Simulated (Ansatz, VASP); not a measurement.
Given: the input of a run of Ansatz 0.2.0 on Sn.

input.yaml

```yaml
crystal:
  lattice:
    - [-0.032333428, 3.2333428, 3.2333428]
    - [3.2333428, -0.032333428, 3.2333428]
    - [3.201009372, 3.201009372, 0.0]
  atoms:
    - { symbol: Sn, position: [0.75, 0.75, 0.75] }
    - { symbol: Sn, position: [0.5, 0.5, 0.5] }
hamiltonian:
  xc: pbe
  pseudopotentials: { kind: paw }
kpoints:
  mp_grid: { grid: [6, 6, 6] }
scf:
  occupations: { method: fermi_dirac, width: 0.05 }
output:
  forces: true
  stress: true
  eigenvalues: true
```

Potentials or basis: Ansatz PAW.

Run with:

```bash
$ ansatz run input.yaml --threads 2 --pin off --max-ram 5632MiB --backend cpu --events-out ev --progress --plain --runs-dir out
```

Task: Translate it to VASP 6.6.1. Potentials there: VASP PAW PBE potentials, release 64 (Sn_d).

Result: As run (the cutoff follows the program's own potentials):

The input INCAR:

```
PREC = Accurate
ENCUT = 520
EDIFF = 1E-7
ISMEAR = -1
SIGMA = 0.05
LREAL = False
LASPH = True
NELM = 60
ALGO = Fast
ISIF = 2
LWAVE = False
LCHARG = False
GGA = PE
NBANDS = 21
```

File KPOINTS:

```
Automatic mesh
0
Gamma
  6 6 6
```

Contents of POSCAR:

```
Sn
1.0
   -0.0323334280      3.2333428000      3.2333428000
    3.2333428000     -0.0323334280      3.2333428000
    3.2010093720      3.2010093720      0.0000000000
Sn
2
Direct
    0.7500000000      0.7500000000      0.7500000000
    0.5000000000      0.5000000000      0.5000000000
```

Potentials or basis: VASP PAW PBE potentials, release 64 (Sn_d).

Launch:

```bash
$ cat potpaw_PBE.64/Sn_d/POTCAR > POTCAR
$ mpirun -np 1 vasp_std > vasp.out
```

Both were run:

|  | VASP | Ansatz | Ansatz less VASP |
| --- | --- | --- | --- |
| gap on the k mesh at the Fermi level (eV) | none | none | - |
| pressure (GPa) | 3.8 | 3.9 | +0.06 |
| traceless stress, the component that is largest in VASP (GPa) | 1.04 | 1.04 | +0.001 |
| rms of the force components (eV/Å) | 0.121 | 0.121 | +0.0002 |

Atom by atom the forces differ by 0.000 eV/Å (rms over components). A gap of «none» marks a metal or a gap that the smearing closes. With one functional, cell and mesh, what is left measures potentials, basis and numerics.
